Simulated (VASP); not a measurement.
# Sr4Ti3BiO12 (a cell with a defect) in VASP: single point with PBEsol

Aim: the single point of Sr4Ti3BiO12 (a cell with a defect) with PBEsol.

All numbers are computed with VASP 6.6.1; they aren't measurements. Logs are shortened: lines on timing, memory, paths and dates and some standing lists are left out, and cuts for length are marked.

## 1. The cell of the first run

The cell holds a defect, 40 atoms: a = 7.783 Å, b = 7.783 Å, c = 7.783 Å, α = 90.00°, β = 90.00°, γ = 90.00°.

## 2. Single point, PBEsol

INCAR reads:

```
SYSTEM = Sr4Ti3BiO12
PREC = Accurate
ENCUT = 520
EDIFF = 1E-6
ISMEAR = -1
SIGMA = 0.05
LREAL = Auto
LASPH = .TRUE.
NELM = 100
ALGO = Normal
ISIF = 2
LWAVE = .FALSE.
LCHARG = .FALSE.
GGA = PS
ISYM = 0
NBANDS = 189
```

KPOINTS reads:

```
Automatic mesh
0
Gamma
  1 1 1
  0.25 0.25 0.25
```

POSCAR reads:

```
Sr4Ti3BiO12
1.0
    7.7828210000      0.0000000000      0.0000000000
    0.0000000000      7.7828210000      0.0000000000
    0.0000000000      0.0000000000      7.7828210000
Sr Bi Ti O
8 2 6 24
Direct
    0.9797450000      0.9972810000      0.9979800000
    0.9919350000      0.9911080000      0.4977870000
    0.9784980000      0.5076500000      0.9998600000
    0.9842810000      0.4852560000      0.5040250000
    0.5117900000      0.0141690000      0.0000270000
    0.5202700000      0.9948620000      0.4976360000
    0.5060250000      0.5079200000      0.0001970000
    0.5192710000      0.4999160000      0.4898660000
    0.2477390000      0.2497020000      0.2481780000
    0.2503080000      0.7483260000      0.7468960000
    0.2407150000      0.2484340000      0.7480330000
    0.2429360000      0.7506840000      0.2472130000
    0.7523870000      0.2449670000      0.2430380000
    0.7409090000      0.2490530000      0.7453610000
    0.7460000000      0.7455330000      0.2492360000
    0.7490890000      0.7486670000      0.7488260000
    0.2315420000      0.1744540000      0.9739570000
    0.2820960000      0.3132550000      0.5222640000
    0.2758260000      0.8131000000      0.0039130000
    0.2259460000      0.6816770000      0.4900240000
    0.7855310000      0.2548260000      0.0015590000
    0.7153650000      0.2461700000      0.5063020000
    0.7314740000      0.7444400000      0.9976630000
    0.7703170000      0.7576910000      0.5001410000
    0.9768090000      0.2369700000      0.3107860000
    0.9981970000      0.2382620000      0.7219610000
    0.9983760000      0.7736610000      0.2287410000
    0.9895170000      0.7680580000      0.7734500000
    0.5207570000      0.2851580000      0.2198780000
    0.5052480000      0.2609990000      0.7852380000
    0.5058470000      0.7322660000      0.2662780000
    0.5107600000      0.7304930000      0.7197970000
    0.2728140000      0.9765410000      0.3147090000
    0.2633430000      0.0044840000      0.6795370000
    0.2350710000      0.5227730000      0.1792880000
    0.2345280000      0.4916500000      0.8155910000
    0.7321290000      0.0010940000      0.2418050000
    0.7373580000      0.9988970000      0.7579680000
    0.7734880000      0.5051080000      0.2565410000
    0.7628460000      0.5013330000      0.7452280000
```

Potentials or basis: VASP PAW PBE potentials, release 64 (Sr_sv, Bi_d, Ti_sv, O).

The run is started by

```
$ cat potpaw_PBE.64/Sr_sv/POTCAR potpaw_PBE.64/Bi_d/POTCAR potpaw_PBE.64/Ti_sv/POTCAR potpaw_PBE.64/O/POTCAR > POTCAR
$ mpirun -np 1 vasp_std > vasp.out
```

OUTCAR:

```text
SYSTEM = Sr4Ti3BiO12
   PREC = Accurate
   ENCUT = 520
   EDIFF = 1E-6
   ISMEAR = -1
   LREAL = Auto
   LASPH = .TRUE.
   NELM = 100
   ISIF = 2
   GGA = PS
   ISYM = 0

 ion  position               nearest neighbor table
   1  0.980  0.997  0.998-  17 2.40  28 2.50  27 2.51  21 2.51  38 2.65  37 2.70  19 2.71  23 2.76
                            26 2.86  25 3.07  13 3.24  16 3.28  15 3.31  34 3.32  14 3.34  33 3.36
   2  0.992  0.991  0.498-  25 2.41  24 2.51  34 2.54  26 2.60  33 2.61  27 2.69  28 2.76  38 2.83
                            37 2.84  22 2.93  20 3.02  16 3.31  15 3.33  12 3.33  13 3.36  10 3.37
   3  0.978  0.508  1.000-  35 2.44  36 2.46  21 2.48  39 2.56  40 2.60  23 2.66  28 2.69  27 2.74
                            26 3.02  25 3.21  15 3.24  16 3.24  17 3.26  13 3.30  19 3.32  14 3.38
   4  0.984  0.485  0.504-  20 2.43  25 2.45  39 2.53  40 2.55  26 2.57  18 2.68  24 2.70  22 2.80
                            28 3.04  27 3.10  36 3.11  35 3.21  14 3.24  13 3.30  11 3.31  16 3.34
   5  0.512  0.014  0.000-  19 2.41  17 2.52  30 2.55  37 2.55  38 2.58  23 2.71  29 2.72  21 2.84
                            31 3.02  33 3.09  32 3.10  34 3.16  13 3.21  14 3.23   9 3.36  15 3.38
   6  0.520  0.995  0.498-  33 2.40  34 2.45  22 2.48  37 2.59  38 2.64  24 2.68  32 2.69  31 2.73
                            30 3.05  18 3.10  29 3.13  14 3.25  15 3.25  16 3.27  13 3.31  20 3.35
   7  0.506  0.508  0.000-  29 2.44  35 2.53  23 2.54  30 2.55  36 2.56  31 2.71  32 2.79  40 2.82
                            39 2.88  21 2.93  19 2.98  15 3.27  16 3.30  14 3.37  17 3.37  10 3.37
   8  0.519  0.500  0.490-  18 2.36  22 2.50  31 2.51  32 2.54  29 2.68  20 2.69  39 2.69  40 2.75
                            24 2.80  30 2.96  15 3.21  14 3.28  35 3.28  13 3.30  16 3.32  36 3.37
   9  0.248  0.250  0.248-  29 2.15  25 2.17  35 2.19  33 2.20  18 2.21  17 2.22   5 3.36   4 3.40
[... 37 lines left out ...]
  39  0.773  0.505  0.257-  15 1.88  13 2.03   4 2.53   3 2.56   8 2.69   7 2.88
  40  0.763  0.501  0.745-  16 1.93  14 1.97   4 2.55   3 2.60   8 2.75   7 2.82

IMPORTANT INFORMATION: All symmetrisations will be switched off!
NOSYMM: (Re-)initialisation of all symmetry stuff for point group C_1.

----------------------------------------------------------------------------------------

                                     Primitive cell

  volume of cell :     471.4234

  direct lattice vectors                    reciprocal lattice vectors
     7.782821000  0.000000000  0.000000000     0.128488115  0.000000000  0.000000000
     0.000000000  7.782821000  0.000000000     0.000000000  0.128488115  0.000000000
     0.000000000  0.000000000  7.782821000     0.000000000  0.000000000  0.128488115

  length of vectors
     7.782821000  7.782821000  7.782821000     0.128488115  0.128488115  0.128488115

  position of ions in fractional coordinates (direct lattice)
     0.979745000  0.997281000  0.997980000
     0.991935000  0.991108000  0.497787000
     0.978498000  0.507650000  0.999860000
[... 145 lines left out ...]
   EFERMI =   0.00;   METHOD = LEGACY
   ISMEAR =    -1;   SIGMA  =   0.05  broadening in eV -4-tet -1-fermi 0-gaus
   EFERMI_NEDOS =   21; number of points for ismear=-14 and -15
   IALGO  =     38    algorithm
   IMIX   =      4    mixing-type and parameters
     AMIX     =   0.40;   BMIX     =  1.00
     AMIX_MAG =   1.60;   BMIX_MAG =  1.00
  volume/ion in A,a.u.               =      11.79        79.53
  Fermi-wavevector in a.u.,A,eV,Ry     =   1.447695  2.735746 28.515362  2.095820
  Thomas-Fermi vector in A             =   2.565620
   LORBIT       =      0    0 simple, 1 ext, 2 COOP (PROOUT), +10 PAW based schemes
   GGA     = PS    functional components
   LHFCALC =     F    Hartree Fock is set to
   AEXX    =    0.0000 exact exchange contribution
   IVDW    =     0    specifies the selected vdW correction
   LEPSILON=     F    determine dielectric tensor
   LRPA    =     F    only Hartree local field effects (RPA)
 non-spin polarized calculation
  energy-cutoff  :      520.00
  volume of cell :      471.42
 maximum number of plane-waves:     12704
 NGX is ok and might be reduce to    60
   NGX = 29   NGY = 29   NGZ = 29

 number of electron     325.9999989 magnetization

 Free energy of the ion-electron system (eV)
  ---------------------------------------------------
  ext. energy  EPLUGINS =         0.00000000
  ---------------------------------------------------
  free energy    TOTEN  =      -310.83293144 eV

  energy without entropy =     -310.83230769  energy(sigma->0) =     -310.83261956

 E-fermi :   6.3341     XC(G=0): -11.7243

 val. band max:        5.9533067663   @ k =  -0.2500   0.2500   0.2500
 cond. band min:       6.7109013145   @ k =   0.2500   0.2500   0.2500
 fundamental gap:      0.7575945482
 Fermi energy:         6.3340946835

 k-point     1 :       0.2500    0.2500    0.2500
  band No.  band energies     occupation
      1     -51.6615      2.00000
      2     -51.4015      2.00000
      3     -51.3388      2.00000
      4     -51.0920      2.00000
      5     -51.0738      2.00000
      6     -51.0232      2.00000
[... 701 lines left out ...]
    174       8.4254      0.00000
    175       8.5577      0.00000
 [bands above 175 left out]

------------------------ aborting loop because EDIFF is reached ----------------------------------------

  FORCE on cell =-STRESS in cart. coord.  units (eV):
  Direction    XX          YY          ZZ          XY          YZ          ZX
  --------------------------------------------------------------------------------------
  -------------------------------------------------------------------------------------
  Total       48.7365635     37.3911734     35.0351975      2.5886892     -1.1047952     -2.1899840
  in kB      165.6358570    127.0774674    119.0704586      8.7979069     -3.7547517     -7.4428693
  external PRESSURE =     137.2612610 kB  Pullay stress =       0.0000000 kB

 VOLUME and BASIS-vectors are now :
 -----------------------------------------------------------------------------
  energy-cutoff  :      520.00
  volume of cell :      471.42
      direct lattice vectors                 reciprocal lattice vectors
     7.782821000  0.000000000  0.000000000     0.128488115  0.000000000  0.000000000
     0.000000000  7.782821000  0.000000000     0.000000000  0.128488115  0.000000000
     0.000000000  0.000000000  7.782821000     0.000000000  0.000000000  0.128488115

 POSITION                                       TOTAL-FORCE (eV/Angst)
 -----------------------------------------------------------------------------------
      7.62518      7.76166      7.76710        -0.016391     -0.011398     -0.044015
      7.72005      7.71362      3.87419        -0.024396     -0.041575      0.073769
      7.61547      3.95095      7.78173        -0.024729      0.003734      0.017221
      7.66048      3.77666      3.92274         0.011582      0.035292     -0.000311
      3.98317      0.11027      0.00021         0.027010     -0.015643      0.030033
      4.04917      7.74283      3.87301         0.015731      0.018729     -0.028493
[... 32 lines left out ...]
      6.01992      3.93117      1.99661        -0.049375     -0.059396     -0.017591
      5.93709      3.90179      5.79998         0.013384     -0.052473     -0.007476
 -----------------------------------------------------------------------------------
    total drift:                                0.016607      0.013688      0.010221

  FREE ENERGIE OF THE ION-ELECTRON SYSTEM (eV)
  ---------------------------------------------------
  free  energy   TOTEN  =      -310.8329314403 eV

  energy  without entropy=     -310.8323076867  energy(sigma->0) =     -310.83261956
```

stdout:

```text
POSCAR found type information on POSCAR SrBiTiO
 POSCAR found :  4 types and      40 ions
 scaLAPACK will be used
 -----------------------------------------------------------------------------
|                                                                             |
|                                                                             |
|     You enforced a specific xc type in the INCAR file but a different       |
|     I HOPE YOU KNOW WHAT YOU ARE DOING!                                     |
|                                                                             |
 -----------------------------------------------------------------------------

 LDA part: xc-table for (Slater+PW92), standard interpolation
 POSCAR, INCAR and KPOINTS ok, starting setup
 FFT: planning ... GRIDC
 FFT: planning ... GRID_SOFT
 FFT: planning ... GRID
 WAVECAR not read
 entering main loop
```

Run time: 11 min. Hardware: 1 thread of Intel Xeon Platinum 8375C at 2.90GHz (Ice Lake), shared host; peak memory 0.64 GiB.

What came out:

* Free energy: -310.8329 eV
* Pressure: 13.7 GPa
* Largest force: 0.142 eV/Å
* Band gap on the k mesh: 0.76 eV

Forces on the atoms (eV/Å):
```
Sr  -0.016 -0.011 -0.044
Sr  -0.024 -0.042  0.074
Sr  -0.025  0.004  0.017
Sr   0.012  0.035  0.000
Sr   0.027 -0.016  0.030
Sr   0.016  0.019 -0.028
Sr   0.020  0.041 -0.064
Sr   0.042  0.041  0.055
Bi   0.009 -0.008  0.019
Bi  -0.003 -0.018 -0.004
Ti   0.111 -0.004  0.034
Ti   0.054 -0.042  0.003
Ti  -0.063  0.097  0.011
Ti   0.069  0.058  0.046
Ti   0.038  0.057  0.022
Ti   0.026  0.043  0.005
O   -0.059  0.028  0.110
O   -0.070 -0.069 -0.094
O   -0.035 -0.041  0.030
O    0.021  0.058 -0.018
O   -0.006 -0.031 -0.004
O    0.030 -0.038 -0.059
O   -0.001  0.014  0.008
O   -0.013 -0.028 -0.022
O    0.104 -0.085 -0.048
O   -0.056  0.012 -0.004
O    0.008  0.013 -0.005
O   -0.078 -0.048  0.036
O   -0.007 -0.014  0.000
O   -0.073 -0.024 -0.013
O   -0.075 -0.015 -0.015
O    0.066  0.045 -0.021
O   -0.074  0.060  0.023
O    0.029  0.088 -0.042
O    0.024 -0.001 -0.010
O   -0.009 -0.050  0.004
O    0.047 -0.020 -0.003
O   -0.031  0.005 -0.002
O   -0.049 -0.059 -0.018
O    0.013 -0.052 -0.007
```

Stress tensor (GPa, compression positive):
```
16.56  0.88 -0.74
 0.88 12.71 -0.38
-0.74 -0.38 11.91
```

Levels at points of the mesh, in eV from the valence-band top:
| k point | band 161 | band 162 | band 163 | band 164 | band 165 | band 166 |
| --- | --- | --- | --- | --- | --- | --- |
| (0.25, 0.25, 0.25) | -1.77 | -1.72 | -0.03 | 0.76 | 1.20 | 1.56 |

Caveat: the PAW data sets were made with another functional, which shifts forces and pressure a little; spin-orbit coupling is left out, which moves the levels of the heavy elements.
